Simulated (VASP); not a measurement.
Write the native input for VASP 6.6.1 that does the following.

```yaml
Task: single point
Functional: PBE
Potentials_or_basis: VASP PAW PBE potentials, release 64 (W_sv, O, Zn)
Cutoff: 520 eV
k_mesh: 3 × 3 × 3
Occupations: fermi-dirac, width 0.1861 eV
Spin: no spin polarisation
Dipole_correction: no
Further_INCAR_settings: LREAL = Auto; ALGO = Normal; EDIFF = 1e-06; NBANDS = 90
```

The structure of ZnWO4 lies in POSCAR:

```
ZnWO4
1.0
    6.3295770000      0.1311510000     -0.0352210000
    0.1311510000      5.9276150000     -0.0312300000
   -0.0352210000     -0.0312300000      6.2590500000
W O Zn
3 12 3
Direct
    0.7607004823      0.6713677363      0.8210016453
    0.6907779156      0.6025623386      0.2897594572
    0.4098822244      0.0114695946      0.2288150174
    0.6311409260      0.4983698516      0.6063446015
    0.2256270052      0.0908835897      0.0136726437
    0.0954479314      0.5775759105      0.7223828949
    0.9239847921      0.6908547816      0.4166986316
    0.5842642714      0.2848593113      0.1367526564
    0.3759209714      0.5896655818      0.2615814619
    0.7200080332      0.8942301659      0.1401654880
    0.8826905144      0.9151036932      0.7431906717
    0.2452463924      0.1469036344      0.4452146817
    0.5522182134      0.9031979216      0.4867276211
    0.4680895999      0.6616296039      0.8790499411
    0.9207021621      0.5291636822      0.0866336406
    0.2862473402      0.4391065338      0.9515653807
    0.2160086188      0.9204530621      0.6847883811
    0.1430630444      0.4486941512      0.4516986702
```

The input as run:

INCAR

```
PREC = Accurate
ENCUT = 520
EDIFF = 1E-6
ISMEAR = -1
SIGMA = 0.1861
LREAL = Auto
LASPH = T
NELM = 100
ALGO = Normal
ISIF = 2
LWAVE = F
LCHARG = F
GGA = PE
NBANDS = 90
```

KPOINTS

```
Automatic mesh
0
Gamma
  3 3 3
```

Potentials or basis: VASP PAW PBE potentials, release 64 (W_sv, O, Zn).

Command:

```sh
$ cat potpaw_PBE.64/W_sv/POTCAR potpaw_PBE.64/O/POTCAR potpaw_PBE.64/Zn/POTCAR > POTCAR
$ mpirun -np 1 vasp_std > vasp.out
```

It gave:

| Quantity | Value |
| --- | --- |
| Pressure | 0.4 GPa |
| Largest force | 5.229 eV/Å |
| Band gap on the k mesh | 1.21 eV (least direct gap 1.33 eV) |

Caveat: the atoms stand as in a frame of molecular dynamics; spin-orbit coupling is left out, which moves the levels of the heavy elements.

It took 14 min on 1 thread of Oxide Virtual Turin-like Processor (shared host), peak memory 0.39 GiB.
